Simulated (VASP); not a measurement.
# Al6GeH2N6 in VASP: a series of runs

Runs on Al6GeH2N6. Level: PBEsol. Tasks: single point.

All numbers are computed with VASP 6.6.1; they aren't measurements. Logs are shortened: lines on timing, memory, paths and dates and some standing lists are left out, and cuts for length are marked.

## 1. The cell of the first run

The cell holds a slab with vacuum, 15 atoms: a = 5.446 Å, b = 5.945 Å, c = 16.324 Å, α = 90.00°, β = 90.00°, γ = 117.26°.

## 2. Single point, PBEsol

File INCAR:

```
SYSTEM = Al6GeH2N6
ALGO = Normal
EDIFF = 1E-6
ENCUT = 520
GGA = PS
ISIF = 2
ISMEAR = 0
LASPH = .TRUE.
LCHARG = .FALSE.
LREAL = Auto
LWAVE = .FALSE.
NBANDS = 45
NELM = 100
PREC = Accurate
SIGMA = 0.05
```

File KPOINTS:

```
k-points
0
G
  2 2 1
  0 0 0
```

File POSCAR:

```
Al6GeH2N6
1.0
    5.4455680000      0.0000000000      0.0000000000
   -2.7227840000      5.2851960000      0.0000000000
    0.0000000000      0.0000000000     16.3239630000
Al N Ge H
6 6 1 2
Direct
    0.6666667000      0.0000000000      0.0612596000
    0.1920539106      0.5198028189      0.0930656889
    0.2614369454      0.0648876853      0.1260204638
    0.7065003209      0.5885620256      0.1701553284
    0.8133615610      0.1730480763      0.2347954080
    0.2822475243      0.7013758659      0.2529414137
    0.5565643264      0.6618750556      0.0783130103
    0.9980173897      0.1862439323      0.1242941283
    0.0938833229      0.7213511555      0.1564258980
    0.5316185852      0.2405876538      0.1997203643
    0.6611903235      0.7969842241      0.2607081930
   -0.0091662566      0.4603160236      0.3074759093
    0.7787361443      0.6159010464      0.3450692443
    0.9708500453      0.8364365480      0.4007358035
    0.5113028957      0.4276866877      0.3869551734
```

Potentials or basis: VASP PAW PBE potentials, release 64 (Al, N, Ge_d, H).

The run is started by

```sh
$ cat potpaw_PBE.64/Al/POTCAR potpaw_PBE.64/N/POTCAR potpaw_PBE.64/Ge_d/POTCAR potpaw_PBE.64/H/POTCAR > POTCAR
$ mpirun -np 1 vasp_std > vasp.out
```

OUTCAR:

```text
SYSTEM = Al6GeH2N6
   EDIFF = 1E-6
   ENCUT = 520
   GGA = PS
   ISIF = 2
   ISMEAR = 0
   LASPH = .TRUE.
   LREAL = Auto
   NELM = 100
   PREC = Accurate

 ion  position               nearest neighbor table
   1  0.667  0.000  0.061-   7 1.84   8 1.93   3 2.63   2 2.89   5 2.99   4 3.11   2 3.15   3 3.26

   2  0.192  0.520  0.093-   7 1.78   9 1.84   8 1.84   6 2.78   1 2.89   4 2.92   3 2.95   4 3.12
                             3 3.13   1 3.15   5 3.16
   3  0.261  0.065  0.126-  10 1.82   8 1.88   9 1.88   1 2.63   2 2.95   4 3.03   6 3.03   2 3.13
                             4 3.14   1 3.26   5 3.29   5 3.31
   4  0.707  0.589  0.170-   7 1.85   9 1.90  10 1.90  11 2.02  13 2.88   2 2.92   5 2.98   6 3.01
                             3 3.03   1 3.11   2 3.12   3 3.14   6 3.19
   5  0.813  0.173  0.235-  10 1.85  12 1.94  11 2.04   8 2.05   4 2.98   6 2.98   1 2.99   6 3.02
                             2 3.16   3 3.29   3 3.31
   6  0.282  0.701  0.253-  12 1.81  11 1.88   9 1.91   2 2.78  13 2.96   5 2.98   4 3.01   5 3.02
                             3 3.03   4 3.19
   7  0.557  0.662  0.078-   2 1.78   1 1.84   4 1.85
   8  0.998  0.186  0.124-   2 1.84   3 1.88   1 1.93   5 2.05
   9  0.094  0.721  0.156-   2 1.84   3 1.88   4 1.90   6 1.91
  10  0.532  0.241  0.200-   3 1.82   5 1.85   4 1.90
  11  0.661  0.797  0.261-   6 1.88   4 2.02  13 2.02   5 2.04
  12  0.991  0.460  0.307-   6 1.81  13 1.88   5 1.94
  13  0.779  0.616  0.345-  15 1.53  14 1.54  12 1.88  11 2.02   4 2.88   6 2.96
  14  0.971  0.836  0.401-  13 1.54
  15  0.511  0.428  0.387-  13 1.53

  LATTYP: Found a base centered orthorhombic cell.
 ALAT       =     5.4455680000
 B/A-ratio  =     1.9410999918
 C/A-ratio  =     2.9976602992

  Lattice vectors:

 A1 = (   2.7227840000,  -5.2851960000,   0.0000000000)
 A2 = (   2.7227840000,   5.2851960000,   0.0000000000)
 A3 = (   0.0000000000,   0.0000000000,  16.3239630000)

Analysis of symmetry for initial positions (statically):
=====================================================================
 Subroutine PRICEL returns:
 Original cell was already a primitive cell.

 Routine SETGRP: Setting up the symmetry group for a
 base centered orthorhombic supercell.

 Subroutine GETGRP returns: Found  1 space group operations
 (whereof  1 operations were pure point group operations)
 out of a pool of  8 trial point group operations.

The static configuration has the point symmetry C_1 .

Analysis of symmetry for dynamics (positions and initial velocities):
=====================================================================
 Subroutine PRICEL returns:
 Original cell was already a primitive cell.

 Routine SETGRP: Setting up the symmetry group for a
 base centered orthorhombic supercell.

 Subroutine GETGRP returns: Found  1 space group operations
 (whereof  1 operations were pure point group operations)
 out of a pool of  8 trial point group operations.

The dynamic configuration has the point symmetry C_1 .

 Subroutine INISYM returns: Found  1 space group operations
 (whereof  1 operations are pure point group operations),
 and found     1 'primitive' translations

----------------------------------------------------------------------------------------

                                     Primitive cell

  volume of cell :     469.8183

  direct lattice vectors                    reciprocal lattice vectors
     5.445568000  0.000000000  0.000000000     0.183635573  0.094603871  0.000000000
    -2.722784000  5.285196000  0.000000000     0.000000000  0.189207742  0.000000000
     0.000000000  0.000000000 16.323963000     0.000000000  0.000000000  0.061259634

  length of vectors
     5.445568000  5.945321646 16.323963000     0.206571818  0.189207742  0.061259634
[... 30 lines left out ...]
                11          11
                12          12
                13          13
                14          14
                15          15

----------------------------------------------------------------------------------------

 KPOINTS: k-points

[... 47 lines left out ...]
  volume/ion in A,a.u.               =      31.32       211.37
  Fermi-wavevector in a.u.,A,eV,Ry     =   0.842348  1.591807  9.654015  0.709550
  Thomas-Fermi vector in A             =   1.957040
   LORBIT       =      0    0 simple, 1 ext, 2 COOP (PROOUT), +10 PAW based schemes
   GGA     = PS    functional components
   LHFCALC =     F    Hartree Fock is set to
   AEXX    =    0.0000 exact exchange contribution
   IVDW    =     0    specifies the selected vdW correction
   LEPSILON=     F    determine dielectric tensor
   LRPA    =     F    only Hartree local field effects (RPA)
 non-spin polarized calculation
 Gauss-broadening in eV      SIGMA  =   0.05
  energy-cutoff  :      520.00
  volume of cell :      469.82
 maximum number of plane-waves:     12686
 NGX is ok and might be reduce to    42
   NGX = 21   NGY = 23   NGZ = 61

 number of electron      64.0000005 magnetization

 Free energy of the ion-electron system (eV)
  ---------------------------------------------------
  ext. energy  EPLUGINS =         0.00000000
  ---------------------------------------------------
  free energy    TOTEN  =       -95.04866077 eV

  energy without entropy =      -95.04866077  energy(sigma->0) =      -95.04866077

 E-fermi :  -0.2770     XC(G=0):  -4.7458

 val. band max:       -0.5801432122   @ k =   0.5000   0.5000   0.0000
 cond. band min:       0.7303434221   @ k =   0.5000  -0.0000   0.0000
 fundamental gap:      1.3104866343
 Fermi energy:        -0.2770444052

 k-point     1 :       0.0000    0.0000    0.0000
  band No.  band energies     occupation
      1     -25.3888      2.00000
      2     -25.3494      2.00000
      3     -25.3433      2.00000
      4     -25.2905      2.00000
      5     -25.2541      2.00000
      6     -16.8883      2.00000
[... 177 lines left out ...]
     43       4.7930      0.00000
     44       4.9546      0.00000
 [bands above 44 left out]

------------------------ aborting loop because EDIFF is reached ----------------------------------------

  FORCE on cell =-STRESS in cart. coord.  units (eV):
  Direction    XX          YY          ZZ          XY          YZ          ZX
  --------------------------------------------------------------------------------------
  -------------------------------------------------------------------------------------
  Total       -2.3606907     -8.5235522      0.0150220      3.7710267     -0.0106795     -0.0146330
  in kB       -8.0504431    -29.0670745      0.0512282     12.8599804     -0.0364193     -0.0499014
  external PRESSURE =     -12.3554298 kB  Pullay stress =       0.0000000 kB

 VOLUME and BASIS-vectors are now :
 -----------------------------------------------------------------------------
  energy-cutoff  :      520.00
  volume of cell :      469.82
      direct lattice vectors                 reciprocal lattice vectors
     5.445568000  0.000000000  0.000000000     0.183635573  0.094603871  0.000000000
    -2.722784000  5.285196000  0.000000000     0.000000000  0.189207742  0.000000000
     0.000000000  0.000000000 16.323963000     0.000000000  0.000000000  0.061259634

 POSITION                                       TOTAL-FORCE (eV/Angst)
 -----------------------------------------------------------------------------------
      3.63038      0.00000      1.00000         0.009656      0.005715     -0.003970
     -0.36947      2.74726      1.51920        -0.016439     -0.002627      0.004569
      1.24700      0.34294      2.05715         0.000024     -0.009417     -0.014748
      2.24477      3.11067      2.77761         0.005550      0.004851      0.004973
      3.95804      0.91459      3.83279         0.019548     -0.011420      0.001181
     -0.37270      3.70691      4.12901         0.006007      0.027782     -0.008316
      1.22867      3.49814      1.27838         0.011312     -0.000898     -0.019848
      4.92767      0.98434      2.02897        -0.010701     -0.002955     -0.007532
     -1.45284      3.81248      2.55349        -0.011316     -0.001552     -0.011466
      2.23990      1.27155      3.26023        -0.004604      0.004546      0.012183
      1.43054      4.21222      4.25579         0.020084     -0.008160      0.011912
      4.14231      2.43286      5.01923        -0.027390     -0.002446      0.016875
      2.56370      3.25516      5.63290        -0.005713     -0.001117      0.047531
      3.00939      4.42073      6.54160        -0.009742     -0.020106     -0.014097
      1.61984      2.26041      6.31664         0.013723      0.017804     -0.019246
 -----------------------------------------------------------------------------------
    total drift:                               -0.000538     -0.005896      0.001613

  FREE ENERGIE OF THE ION-ELECTRON SYSTEM (eV)
  ---------------------------------------------------
  free  energy   TOTEN  =       -95.0486607730 eV

  energy  without entropy=      -95.0486607730  energy(sigma->0) =      -95.04866077
```

It took 5.7 min on 1 thread of AMD EPYC 7R13, shared host; peak memory 0.53 GiB.

Results:

| Property | Result |
| --- | --- |
| Free energy | -95.0487 eV |
| Largest force | 0.048 eV/Å |
| Band gap on the k mesh | 1.31 eV (least direct gap 1.44 eV) |

Forces on the atoms (eV/Å):
```
Al   0.010  0.006 -0.004
Al  -0.016 -0.003  0.005
Al   0.000 -0.009 -0.015
Al   0.006  0.005  0.005
Al   0.020 -0.011  0.001
Al   0.006  0.028 -0.008
N    0.011 -0.001 -0.020
N   -0.011 -0.003 -0.008
N   -0.011 -0.002 -0.011
N   -0.005  0.005  0.012
N    0.020 -0.008  0.012
N   -0.027 -0.002  0.017
Ge  -0.006 -0.001  0.048
H   -0.010 -0.020 -0.014
H    0.014  0.018 -0.019
```

Caveat: the k points lie up to 0.65 Å⁻¹ apart; the PAW data sets were made with another functional, which shifts forces and pressure a little.

## 3. Single point, PBEsol

File INCAR:

```
SYSTEM = Al6GeH2N6
PREC = Accurate ; ENCUT = 520
EDIFF = 1E-6 ; ISMEAR = 0
SIGMA = 0.05 ; LREAL = Auto
LASPH = .TRUE. ; NELM = 60
ALGO = Normal ; ISIF = 2
LWAVE = .FALSE. ; LCHARG = .FALSE.
GGA = PS ; NBANDS = 45
```

File KPOINTS:

```
regular mesh
0
G
  2 2 1
  0 0 0
```

File POSCAR:

```
Al6GeH2N6
1.0
    5.4455680000      0.0000000000      0.0000000000
   -2.7227840000      5.2851960000      0.0000000000
    0.0000000000      0.0000000000     16.3239630000
Al N Ge H
6 6 1 2
Direct
    0.6666666300      0.0000000000      0.0612596300
    0.2094010446      0.5378753768      0.1083324168
    0.2724268327      0.0729507861      0.1369646064
    0.7159486951      0.6163707098      0.1843586812
    0.8014179130      0.1745278459      0.2243956227
    0.2767771149      0.7060493488      0.2794934001
    0.5710364742      0.6742984552      0.0881139940
    1.0026214025      0.1933230795      0.1226390382
    0.1051444337      0.7267430109      0.1782759448
    0.5398281380      0.2758864718      0.2080949461
    0.6692279524      0.8373435570      0.2678131764
    0.0601954976      0.3457268585      0.3116276107
    0.9987773252      0.9725916422      0.3416377655
    0.9343765046      0.3528170039      0.3580693185
    0.8730717833      0.9803854569      0.4278980756
```

Potentials or basis: VASP PAW PBE potentials, release 64 (Al, N, Ge_d, H).

The run is started by

```sh
$ cat potpaw_PBE.64/Al/POTCAR potpaw_PBE.64/N/POTCAR potpaw_PBE.64/Ge_d/POTCAR potpaw_PBE.64/H/POTCAR > POTCAR
$ mpirun -np 1 vasp_std > vasp.out
```

Wall time 7.8 min (1 thread of AMD EPYC 7R13, shared host); peak memory 0.53 GiB.

Results (log left out):

| Quantity | Value |
| --- | --- |
| Free energy | -96.2172 eV |
| Largest force | 0.042 eV/Å |
| Band gap on the k mesh | 1.25 eV (least direct gap 1.25 eV) |

Forces on the atoms (eV/Å):
```
Al   0.030  0.029  0.007
Al  -0.022  0.017  0.010
Al  -0.025  0.006 -0.009
Al   0.001  0.029  0.015
Al   0.022  0.020  0.010
Al  -0.004  0.006 -0.011
N    0.026 -0.023 -0.023
N   -0.008 -0.022 -0.017
N   -0.014 -0.009  0.004
N   -0.012 -0.014  0.011
N    0.019 -0.006  0.006
N   -0.009 -0.015 -0.028
Ge  -0.019 -0.006  0.025
H    0.007 -0.001  0.016
H    0.010 -0.010 -0.015
```

Levels at points of the mesh, in eV from the valence-band top:
| k point | band 28 | band 29 | band 30 | band 31 | band 32 | band 33 | band 34 | band 35 | band 36 | band 37 |
| --- | --- | --- | --- | --- | --- | --- | --- | --- | --- | --- |
| (0.00, 0.00, 0.00) | -2.05 | -1.96 | -1.61 | -1.43 | -0.12 | 2.03 | 2.39 | 2.70 | 3.23 | 3.38 |
| (0.50, 0.00, 0.00) | -2.22 | -1.89 | -1.58 | -1.54 | 0.00 | 1.77 | 2.56 | 2.79 | 3.11 | 3.69 |
| (0.50, 0.50, 0.00) | -2.19 | -1.74 | -1.66 | -1.08 | -0.02 | 1.40 | 2.00 | 2.39 | 2.79 | 3.30 |
| (0.00, 0.50, 0.00) | -2.26 | -1.94 | -1.63 | -1.16 | -0.01 | 1.25 | 1.97 | 2.48 | 2.89 | 3.69 |

Caveat: the k points lie up to 0.65 Å⁻¹ apart; the PAW data sets were made with another functional, which shifts forces and pressure a little.

## 4. Single point, PBEsol

File INCAR:

```
PREC = Accurate
ENCUT = 520
EDIFF = 1E-6
ISMEAR = 0
SIGMA = 0.05
LREAL = Auto
LASPH = T
NELM = 80
ALGO = Normal
ISIF = 2
LWAVE = F
LCHARG = T
GGA = PS
LELF = T
LVHAR = T
NBANDS = 45
```

File KPOINTS:

```
regular mesh
0
Gamma
  2 2 1
```

File POSCAR:

```
Al6GeH2N6
1.0
    5.4455680000      0.0000000000      0.0000000000
   -2.7227840000      5.2851960000      0.0000000000
    0.0000000000      0.0000000000     16.3239630000
Al N Ge H
6 6 1 2
Direct
    0.6666667279      0.0000000000      0.0612595728
    0.1920539624      0.5198028607      0.0930656973
    0.2614370222      0.0648876598      0.1260204400
    0.7065003026      0.5885620893      0.1701553109
    0.8133615324      0.1730480762      0.2347954354
    0.2822475133      0.7013758809      0.2529413966
    0.5565642752      0.6618749806      0.0783130297
    0.9980174999      0.1862439917      0.1242941435
    0.0938833672      0.7213511098      0.1564259243
    0.5316186049      0.2405876717      0.1997203743
    0.6611903441      0.7969842556      0.2607081994
   -0.0091663726      0.4603159467      0.3074758868
    0.7787361475      0.6159010943      0.3450692703
    0.9708500563      0.8364365295      0.4007357772
    0.5113028586      0.4276866932      0.3869551775
```

The run is started by

```sh
$ cat potpaw_PBE.64/Al/POTCAR potpaw_PBE.64/N/POTCAR potpaw_PBE.64/Ge_d/POTCAR potpaw_PBE.64/H/POTCAR > POTCAR
$ mpirun -np 1 vasp_std > vasp.out
```

Wall time 7.7 min (1 thread of AMD EPYC 7R13, shared host); peak memory 0.53 GiB.

Results (log left out):

| Property | Result |
| --- | --- |
| Free energy | -95.0487 eV |
| Largest force | 0.048 eV/Å |
| Band gap on the k mesh | 1.31 eV (least direct gap 1.44 eV) |

Forces on the atoms (eV/Å):
```
Al   0.010  0.006 -0.004
Al  -0.016 -0.003  0.005
Al   0.000 -0.009 -0.015
Al   0.006  0.005  0.005
Al   0.020 -0.011  0.001
Al   0.006  0.028 -0.008
N    0.011 -0.001 -0.020
N   -0.011 -0.003 -0.008
N   -0.011 -0.002 -0.011
N   -0.005  0.005  0.012
N    0.020 -0.008  0.012
N   -0.027 -0.002  0.017
Ge  -0.006 -0.001  0.048
H   -0.010 -0.020 -0.014
H    0.014  0.018 -0.019
```

Levels at points of the mesh, in eV from the valence-band top:
| k point | band 30 | band 31 | band 32 | band 33 | band 34 | band 35 |
| --- | --- | --- | --- | --- | --- | --- |
| (0.00, 0.00, 0.00) | -1.68 | -1.53 | -0.48 | 1.66 | 1.85 | 2.45 |
| (0.50, 0.00, 0.00) | -1.77 | -1.37 | -0.18 | 1.31 | 2.34 | 2.82 |
| (0.50, 0.50, 0.00) | -1.67 | -1.56 | 0.00 | 1.60 | 1.73 | 2.47 |
| (0.00, 0.50, 0.00) | -1.61 | -1.43 | -0.06 | 1.37 | 2.29 | 2.55 |

Caveat: the k points lie up to 0.65 Å⁻¹ apart; the PAW data sets were made with another functional, which shifts forces and pressure a little.

## 5. Single point, PBEsol

File INCAR:

```
  PREC = Accurate
  ENCUT = 520
  EDIFF = 1E-6
  ISMEAR = 0
  SIGMA = 0.05
  LREAL = Auto
  LASPH = True
  NELM = 100
  ALGO = Normal
  ISIF = 2
  LWAVE = False
  LCHARG = True
  GGA = PS
  LELF = True
  LVHAR = True
  NBANDS = 45
```

File KPOINTS:

```
Automatic mesh
0
Gamma
  2 2 1
```

File POSCAR:

```
Al6GeH2N6
1.0
    5.4455680000      0.0000000000      0.0000000000
   -2.7227840000      5.2851960000      0.0000000000
    0.0000000000      0.0000000000     16.3239630000
Al N Ge H
6 6 1 2
Direct
    0.6666667279      0.0000000000      0.0612596341
    0.1906745534      0.5223511105      0.0922717112
    0.2631503985      0.0669055604      0.1224652984
    0.7065189609      0.5862936777      0.1705070025
    0.8217500690      0.1720422478      0.2316601673
    0.2875464306      0.7147337582      0.2505585194
    0.5553695688      0.6623756243      0.0797554491
    1.0000805122      0.1876691044      0.1211713724
    0.0919808625      0.7249649776      0.1540119884
    0.5319600180      0.2333007139      0.1980723063
    0.6674331773      0.7996689243      0.2617196572
   -0.0027585543      0.4571945865      0.3009645391
    0.7686992139      0.5942788120      0.3425073924
    0.9961007900      0.7249593014      0.4061483722
    0.4819541841      0.3964193570      0.3703471394
```

The run is started by

```sh
$ cat potpaw_PBE.64/Al/POTCAR potpaw_PBE.64/N/POTCAR potpaw_PBE.64/Ge_d/POTCAR potpaw_PBE.64/H/POTCAR > POTCAR
$ mpirun -np 1 vasp_std > vasp.out
```

It took 7.4 min on 1 thread of AMD EPYC 7R13, shared host; peak memory 0.53 GiB.

Results (log left out):

| Property | Result |
| --- | --- |
| Free energy | -94.6342 eV |
| Largest force | 1.182 eV/Å |
| Band gap on the k mesh | 1.38 eV (least direct gap 1.51 eV) |

Forces in eV/Å, atoms in the order of the input:
```
Al  -0.006 -0.022 -0.132
Al   0.002 -0.024 -0.020
Al  -0.013 -0.034 -0.010
Al   0.047 -0.022 -0.045
Al   0.026 -0.070 -0.049
Al   0.094 -0.119 -0.006
N    0.034 -0.007 -0.031
N    0.008 -0.022 -0.016
N    0.030 -0.005 -0.010
N    0.001 -0.009 -0.029
N    0.100 -0.082  0.019
N    0.028 -0.163 -0.104
Ge   0.281 -0.293 -0.158
H   -0.720  0.823  0.449
H    0.087  0.048  0.143
```

Levels at points of the mesh, in eV from the valence-band top:
```
           k point  band 30  band 31  band 32  band 33  band 34  band 35
(0.00, 0.00, 0.00)    -1.65    -1.38    -0.43     1.61     1.89     2.52
(0.50, 0.00, 0.00)    -1.78    -1.19    -0.16     1.38     2.30     2.61
(0.50, 0.50, 0.00)    -1.68    -1.32     0.00     1.66     1.76     2.45
(0.00, 0.50, 0.00)    -1.60    -1.25    -0.06     1.45     2.18     2.56
```

Caveat: the k points lie up to 0.65 Å⁻¹ apart; the PAW data sets were made with another functional, which shifts forces and pressure a little.

## 6. The runs side by side

| cell | gap on the mesh (eV) | largest force (eV/Å) |
| --- | --- | --- |
| as given, atomic positions A | 1.31 | 0.05 |
| as given, atomic positions B | 1.25 | 0.04 |
| as given, atomic positions C | 1.38 | 1.18 |

Alike in all rows: task single point; level PBEsol; potentials or basis VASP PAW PBE potentials, release 64 (Al, N, Ge_d, H); no spin polarisation; k mesh 2 × 2 × 1; cutoff (eV) 520; smearing gaussian 0.05 eV.

Caveats: all runs use coarse meshes; the PAW data sets were made with another functional, which shifts forces and pressure a little.

Absolute energies hang on the potentials; compare differences alone.
